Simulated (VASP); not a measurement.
Set up this calculation in VASP 6.6.1, as the native input.

```
Task                   : single point
Functional             : PBE
Potentials or basis    : VASP PAW PBE potentials, release 64 (Cs_sv, I)
Cutoff                 : 520 eV
k mesh                 : 10 × 10 × 10
Occupations            : gaussian, width 0.1 eV
Spin                   : no spin polarisation
Dipole correction      : no
Further INCAR settings : ALGO = Normal; EDIFF = 1e-06; NBANDS = 20
```

The structure of Cs2I lies in POSCAR:

```
Cs2I
1.0
    0.0000000000      4.7662686332      4.7662686332
    4.7662686332      0.0000000000      4.7662686332
    4.7662686332      4.7662686332      0.0000000000
Cs I
2 1
Direct
    0.2500000000      0.2500000000      0.2500000000
    0.7500000000      0.7500000000      0.7500000000
    0.0000000000      0.0000000000      0.0000000000
```

The input as run:

INCAR

```
ALGO     = Normal         # electronic algorithm
EDIFF    = 1E-6           # SCF threshold, eV
ENCUT    = 520            # plane-wave cutoff, eV
GGA      = PE             # functional
ISIF     = 2              # what is computed and relaxed
ISMEAR   = 0              # smearing method
LASPH    = True           # aspherical terms in the spheres
LCHARG   = False          # write CHGCAR
LREAL    = False          # projectors in reciprocal space
LWAVE    = False          # write WAVECAR
NBANDS   = 20             # bands
NELM     = 80             # most SCF steps
PREC     = Accurate       # precision mode
SIGMA    = 0.1            # smearing width, eV
```

KPOINTS

```
k-points
0
Gamma
  10 10 10
```

Potentials or basis: VASP PAW PBE potentials, release 64 (Cs_sv, I).

Launch:

```sh
$ cat potpaw_PBE.64/Cs_sv/POTCAR potpaw_PBE.64/I/POTCAR > POTCAR
$ mpirun -np 1 vasp_std > vasp.out
```

Results of the run:

```
Pressure : 0.0 GPa
```

Caveat: an odd number of electrons without spin polarisation forces a metal; a magnetic or distorted state may lie lower.

Wall time 110 s on 1 thread of AMD EPYC 9R45 96-Core Processor (Zen 5), on a shared host, peak memory 0.42 GiB.
